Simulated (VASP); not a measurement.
# HfO2 (P1) in VASP: single point with r2SCAN

Aim: the single point of HfO2 with r2SCAN.

All numbers are computed with VASP 6.6.1; they aren't measurements. Logs are shortened: lines on timing, memory, paths and dates and some standing lists are left out, and cuts for length are marked.

### Step 1. The cell of the first run

The typed cell holds 6 atoms: a = 4.769 Å, b = 4.567 Å, c = 3.238 Å, α = 84.74°, β = 86.96°, γ = 82.09°.

### Step 2. Single point, r2SCAN (atoms moved at random and the cell strained at random)

POSCAR

```
HfO2
1.0
    4.7567193773      0.3191575517      0.1208096379
    0.3191575517      4.5510798036      0.2121719801
    0.0804492409      0.1412890149      3.2339441758
Hf O
2 4
Direct
    0.0421845920      0.0164386739     -0.0527604353
    0.5092943017      0.4714284178      0.4987970428
    0.2369571887      0.7930144070      0.5260955963
    0.3268543882      0.3109681811      0.0440140387
    0.6843545729      0.6797189540      0.0354882574
    0.7003549565      0.2284313662      0.4483655000
```

INCAR.step1

```
PREC = Accurate
ENCUT = 520
ISMEAR = 0
SIGMA = 0.05
LREAL = F
LASPH = T
NELM = 80
NBANDS = 31
GGA = PE
ALGO = Normal
EDIFF = 1E-4
LWAVE = T
LCHARG = F
```

INCAR.step2

```
PREC = Accurate
ENCUT = 520
EDIFF = 1E-6
ISMEAR = 0
SIGMA = 0.05
LREAL = F
LASPH = T
NELM = 80
ALGO = Normal
ISIF = 2
LWAVE = F
LCHARG = T
METAGGA = R2SCAN
LMIXTAU = T
LELF = T
LVHAR = T
NBANDS = 31
ISTART = 1
```

KPOINTS

```
regular mesh
0
Gamma
  6 6 8
```

Potentials or basis: VASP PAW PBE potentials, release 64 (Hf_pv, O).

The run is started by

```
$ cat potpaw_PBE.64/Hf_pv/POTCAR potpaw_PBE.64/O/POTCAR > POTCAR
$ cp INCAR.step1 INCAR
$ mpirun -np 1 vasp_std > vasp.out
$ cp INCAR.step2 INCAR
$ mpirun -np 1 vasp_std > vasp.out
```

OUTCAR:

```text
PREC = Accurate
   ENCUT = 520
   EDIFF = 1E-6
   ISMEAR = 0
   LREAL = F
   LASPH = T
   NELM = 80
   ISIF = 2
   METAGGA = R2SCAN
   ISTART = 1

 ion  position               nearest neighbor table
   1  0.042  0.016  0.947-   3 1.90   4 2.09   3 2.23   6 2.40   6 2.41   5 2.44   2 3.36   2 3.43
                             2 3.47   2 3.53   2 3.57   2 3.85
   2  0.509  0.471  0.499-   6 1.35   3 1.83   5 1.92   4 1.99   4 2.05   5 2.30   1 3.36   1 3.43
                             1 3.47   1 3.53   1 3.57   1 3.85
   3  0.237  0.793  0.526-   2 1.83   1 1.90   1 2.23
   4  0.327  0.311  0.044-   2 1.99   2 2.05   1 2.09
   5  0.684  0.680  0.035-   2 1.92   2 2.30   1 2.44
   6  0.700  0.228  0.448-   2 1.35   1 2.40   1 2.41

 -----------------------------------------------------------------------------
|                                                                             |
|           W    W    AA    RRRRR   N    N  II  N    N   GGGG   !!!           |
|           W    W   A  A   R    R  NN   N  II  NN   N  G    G  !!!           |
|           W    W  A    A  R    R  N N  N  II  N N  N  G       !!!           |
|           W WW W  AAAAAA  RRRRR   N  N N  II  N  N N  G  GGG   !            |
|           WW  WW  A    A  R   R   N   NN  II  N   NN  G    G                |
|           W    W  A    A  R    R  N    N  II  N    N   GGGG   !!!           |
|                                                                             |
|     The distance between some ions is very small. Please check the          |
|     nearest-neighbor list in the OUTCAR file.                               |
|     I HOPE YOU KNOW WHAT YOU ARE DOING!                                     |
|                                                                             |
 -----------------------------------------------------------------------------

  LATTYP: Found a triclinic cell.
 ALAT       =     4.5671879610
 B/A-ratio  =     1.5419432051
 C/A-ratio  =     1.5352824315
 COS(alpha) =     0.0058662079
 COS(beta)  =     0.6000906040
 COS(gamma) =     0.7416896909

  Lattice vectors:

 A1 = (  -0.3191575517,  -4.5510798036,  -0.2121719801)
 A2 = (  -5.0758769290,  -4.8702373553,  -0.3329816180)
 A3 = (   4.3571125847,  -4.3732112668,  -3.3253065180)

Analysis of symmetry for initial positions (statically):
=====================================================================
 Subroutine PRICEL returns:
 Original cell was already a primitive cell.

 Routine SETGRP: Setting up the symmetry group for a
 triclinic supercell.

 Subroutine GETGRP returns: Found  1 space group operations
 (whereof  1 operations were pure point group operations)
 out of a pool of  2 trial point group operations.

The static configuration has the point symmetry C_1 .

Analysis of symmetry for dynamics (positions and initial velocities):
=====================================================================
 Subroutine PRICEL returns:
 Original cell was already a primitive cell.

 Routine SETGRP: Setting up the symmetry group for a
 triclinic supercell.

 Subroutine GETGRP returns: Found  1 space group operations
 (whereof  1 operations were pure point group operations)
 out of a pool of  2 trial point group operations.

The dynamic configuration has the point symmetry C_1 .

 Subroutine INISYM returns: Found  1 space group operations
 (whereof  1 operations are pure point group operations),
 and found     1 'primitive' translations

----------------------------------------------------------------------------------------

                                     Primitive cell

  volume of cell :      69.5038

  direct lattice vectors                    reciprocal lattice vectors
     4.756719377  0.319157552  0.120809638     0.211326143 -0.014604515 -0.004618994
     0.319157552  4.551079804  0.212171980    -0.014604515  0.221185833 -0.009300162
     0.080449241  0.141289015  3.233944176    -0.006936287 -0.013965940  0.310002646

  length of vectors
     4.768944930  4.567187961  3.238028659     0.211880546  0.221862474  0.310394588

  position of ions in fractional coordinates (direct lattice)
     0.042184592  0.016438674  0.947239565
     0.509294302  0.471428418  0.498797043
     0.236957189  0.793014407  0.526095596
     0.326854388  0.310968181  0.044014039
     0.684354573  0.679718954  0.035488257
     0.700354956  0.228431366  0.448365500

  ion indices of the primitive-cell ions
   primitive index   ion index
                 1           1
                 2           2
                 3           3
                 4           4
                 5           5
                 6           6

----------------------------------------------------------------------------------------

 KPOINTS: regular mesh

Automatic generation of k-mesh.
 Grid dimensions read from file:
 generate k-points for:    6    6    8

 Generating k-lattice:

  Cartesian coordinates                     Fractional coordinates (reciprocal lattice)
     0.035221024 -0.002434086 -0.000769832     0.166666667  0.000000000 -0.000000000
    -0.002434086  0.036864305 -0.001550027     0.000000000  0.166666667  0.000000000
    -0.000867036 -0.001745742  0.038750331    -0.000000000  0.000000000  0.125000000

  Length of vectors
     0.035313424  0.036977079  0.038799324

  Shift w.r.t. Gamma in fractional coordinates (k-lattice)
     0.000000000  0.000000000  0.000000000

 Subroutine IBZKPT returns following result:
 ===========================================

 Found    148 irreducible k-points:

 Following reciprocal coordinates:
            Coordinates               Weight
  0.000000  0.000000  0.000000      1.000000
  0.166667  0.000000 -0.000000      2.000000
  0.333333 -0.000000 -0.000000      2.000000
  0.500000  0.000000 -0.000000      1.000000
 -0.000000  0.166667  0.000000      2.000000
  0.166667  0.166667  0.000000      2.000000
[... 16 lines left out ...]
  0.333333 -0.000000  0.125000      2.000000
  0.500000 -0.000000  0.125000      2.000000
 [... further k-points ...]
   k-points           NKPTS =    148   k-points in BZ     NKDIM =    148   number of bands    NBANDS=     31
   number of dos      NEDOS =    301   number of ions     NIONS =      6
   total plane-waves  NPLWV =  31104
   dimension x,y,z NGX =    36 NGY =   36 NGZ =   24
   dimension x,y,z NGXF=    72 NGYF=   72 NGZF=   48
   ions per type =               2   4
   NGX,Y,Z   is equivalent  to a cutoff of  12.55, 13.10, 12.32 a.u.
   NGXF,Y,Z  is equivalent  to a cutoff of  25.10, 26.21, 24.64 a.u.
 SYSTEM =  unknown system
   PREC   = accura    normal or accurate (medium, high low for compatibility)
   ISTART =      1    job   : 0-new  1-cont  2-samecut
   ICHARG =      0    charge: 1-file 2-atom 10-const
   ISPIN  =      1    spin polarized calculation?
   LNONCOLLINEAR =      F non collinear calculations
   LSORBIT =      F    spin-orbit coupling
   LASPH  =      T    aspherical Exc in radial PAW
   ENCUT  =  520.0 eV  38.22 Ry    6.18 a.u.   8.87  8.49  6.02*2*pi/ulx,y,z
   NELM   =     80;   NELMIN=  2; NELMDL=  0     # of ELM steps
   EDIFF  = 0.1E-05   stopping-criterion for ELM
   LREAL  =      F    real-space projection
   EDIFFG = 0.1E-04   stopping-criterion for IOM
   NSW    =      0    number of steps for IOM
   IBRION =     -1    ionic relax: 0-MD 1-quasi-New 2-CG
   NFREE  =      0    steps in history (QN), initial steepest desc. (CG)
   ISIF   =      2    stress and relaxation
   ISYM   =      2    0-nonsym 1-usesym 2-fastsym
   POTIM  = 0.5000    time-step for ionic-motion
   TEBEG  =    0.0;   TEEND  =   0.0 temperature during run
   PSTRESS=    0.0 pullay stress
   NELECT =      44.0000    total number of electrons
   NUPDOWN=      -1.0000    fix difference up-down
   EMIN   =  10.00;   EMAX   =-10.00  energy-range for DOS
   EFERMI =   0.00;   METHOD = LEGACY
   ISMEAR =     0;   SIGMA  =   0.05  broadening in eV -4-tet -1-fermi 0-gaus
   EFERMI_NEDOS =   21; number of points for ismear=-14 and -15
   IALGO  =     38    algorithm
   IMIX   =      4    mixing-type and parameters
     AMIX     =   0.40;   BMIX     =  1.00
     AMIX_MAG =   1.60;   BMIX_MAG =  1.00
  volume/ion in A,a.u.               =      11.58        78.17
  Fermi-wavevector in a.u.,A,eV,Ry     =   1.405690  2.656369 26.884637  1.975965
  Thomas-Fermi vector in A             =   2.528126
   LORBIT       =      0    0 simple, 1 ext, 2 COOP (PROOUT), +10 PAW based schemes
   METAGGA = R2SCAN    functional components
   LHFCALC =     F    Hartree Fock is set to
   AEXX    =    0.0000 exact exchange contribution
   IVDW    =     0    specifies the selected vdW correction
   LEPSILON=     F    determine dielectric tensor
   LRPA    =     F    only Hartree local field effects (RPA)
 non-spin polarized calculation
 Gauss-broadening in eV      SIGMA  =   0.05
  energy-cutoff  :      520.00
  volume of cell :       69.50
 maximum number of plane-waves:      1893
   NGX = 17   NGY = 17   NGZ = 13

 number of electron      43.9999999 magnetization

 Free energy of the ion-electron system (eV)
  ---------------------------------------------------
  ext. energy  EPLUGINS =         0.00000000
  ---------------------------------------------------
  free energy    TOTEN  =      -119.28567883 eV

  energy without entropy =     -119.28567883  energy(sigma->0) =     -119.28567883

 E-fermi :   4.2823     XC(G=0): -11.9472

 val. band max:        3.9740310704   @ k =   0.5000   0.5000   0.1250
 cond. band min:       6.2696233376   @ k =  -0.0000   0.0000   0.1250
 fundamental gap:      2.2955922671
 Fermi energy:         4.2822754667

 k-point     1 :       0.0000    0.0000    0.0000
  band No.  band energies     occupation
      1     -31.1384      2.00000
      2     -28.8619      2.00000
      3     -28.6065      2.00000
      4     -28.4805      2.00000
      5     -25.5364      2.00000
      6     -25.1838      2.00000
[... 23 lines left out ...]
     30      13.5050      0.00000
     31      13.9654      0.00000

 k-point     2 :       0.1667    0.0000   -0.0000
  band No.  band energies     occupation
      1     -31.1326      2.00000
      2     -28.8735      2.00000
      3     -28.6075      2.00000
      4     -28.4800      2.00000
      5     -25.5391      2.00000
      6     -25.1844      2.00000
[... 740 lines left out ...]
 k-point    24 :       0.5000   -0.0000    0.1250
  band No.  band energies     occupation
      1     -31.1126      2.00000
      2     -28.8973      2.00000
      3     -28.6314      2.00000
      4     -28.5179      2.00000
      5     -25.5254      2.00000
      6     -25.2961      2.00000
[... 23 lines left out ...]
     30      12.0183      0.00000
     31      13.9602      0.00000

 [... further k-points ...]
[... 5 lines left out ...]
  --------------------------------------------------------------------------------------
  -------------------------------------------------------------------------------------
  Total       46.5782051     73.1179608     10.6198757    -59.5589530      6.6917704    -13.0027123
  in kB     1073.7052187   1685.4907975    244.8058259  -1372.9330812    154.2564545   -299.7341779
  external PRESSURE =    1001.3339474 kB  Pullay stress =       0.0000000 kB

 VOLUME and BASIS-vectors are now :
 -----------------------------------------------------------------------------
  energy-cutoff  :      520.00
  volume of cell :       69.50
      direct lattice vectors                 reciprocal lattice vectors
     4.756719377  0.319157552  0.120809638     0.211326143 -0.014604515 -0.004618994
     0.319157552  4.551079804  0.212171980    -0.014604515  0.221185833 -0.009300162
     0.080449241  0.141289015  3.233944176    -0.006936287 -0.013965940  0.310002646

 POSITION                                       TOTAL-FORCE (eV/Angst)
 -----------------------------------------------------------------------------------
      0.28211      0.22211      3.07190        -0.793968     -0.882315      2.468689
      2.61316      2.37853      1.77463       -35.471303     48.341922     11.877908
      1.42256      3.75903      1.89825        -9.374723      9.727404     -1.463638
      1.65754      1.52578      0.24780        -5.361876     -3.031500     -1.133526
      3.47508      3.31689      0.34166         3.713752      3.029395     -3.366371
      3.44037      1.32648      1.58307        47.288118    -57.184906     -8.383062
 -----------------------------------------------------------------------------------
    total drift:                                0.000282      0.000562      0.000728

  FREE ENERGIE OF THE ION-ELECTRON SYSTEM (eV)
  ---------------------------------------------------
  free  energy   TOTEN  =      -119.2856788302 eV

  energy  without entropy=     -119.2856788302  energy(sigma->0) =     -119.28567883
```

Run time: 16 min. Hardware: 1 thread of Intel Xeon 8259CL, shared host; peak memory 0.37 GiB.

Results:

```yaml
Free_energy: -119.2857 eV
Pressure: 100.1 GPa
Largest_force: 74.676 eV/Å
Band_gap_on_the_k_mesh: 2.30 eV (least direct gap 2.33 eV)
```

Forces in eV/Å, atoms in the order of the input:
```
Hf   -0.794  -0.882   2.469
Hf  -35.471  48.342  11.878
O    -9.375   9.727  -1.464
O    -5.362  -3.031  -1.134
O     3.714   3.029  -3.366
O    47.288 -57.185  -8.383
```

Stress tensor (GPa, compression positive):
```
 107.37 -137.29  -29.97
-137.29  168.55   15.43
 -29.97   15.43   24.48
```

Levels at points of the mesh, in eV from the valence-band top:
```tsv
k point	band 18	band 19	band 20	band 21	band 22	band 23	band 24	band 25	band 26	band 27
(0.00, 0.00, 0.00)	-2.37	-1.89	-1.71	-1.23	-0.32	2.40	2.79	4.10	4.74	5.50
(0.50, 0.00, 0.00)	-2.94	-2.52	-2.17	-1.64	-1.24	2.88	3.20	4.01	5.26	6.31
(0.00, 0.50, 0.00)	-3.14	-2.73	-2.19	-1.35	-1.32	2.67	3.35	4.24	5.59	5.78
(0.50, 0.50, 0.00)	-3.41	-2.01	-1.74	-1.39	-0.02	2.44	3.28	3.96	4.57	5.68
(0.00, 0.00, 0.50)	-3.19	-2.59	-2.24	-1.27	-0.48	3.10	4.11	4.27	5.51	6.07
(0.50, 0.00, 0.50)	-2.92	-2.53	-2.28	-1.47	-0.25	2.66	3.60	4.28	5.58	6.62
(0.00, 0.50, 0.50)	-2.77	-2.60	-2.08	-1.33	-0.36	2.69	3.42	4.40	5.54	6.34
(0.50, 0.50, 0.50)	-2.58	-2.35	-1.78	-1.10	-0.59	2.80	3.81	4.29	5.41	6.30
```

Caveat: the cell differs from its parent crystal (atoms moved at random and the cell strained at random); atoms lie so close that the PAW spheres overlap strongly, which falsifies energies and pressures; the stress differs along the axes, from 24 to 169 GPa; the PAW data sets were made with another functional, which shifts forces and pressure a little; spin-orbit coupling is left out, which moves the levels of the heavy elements.
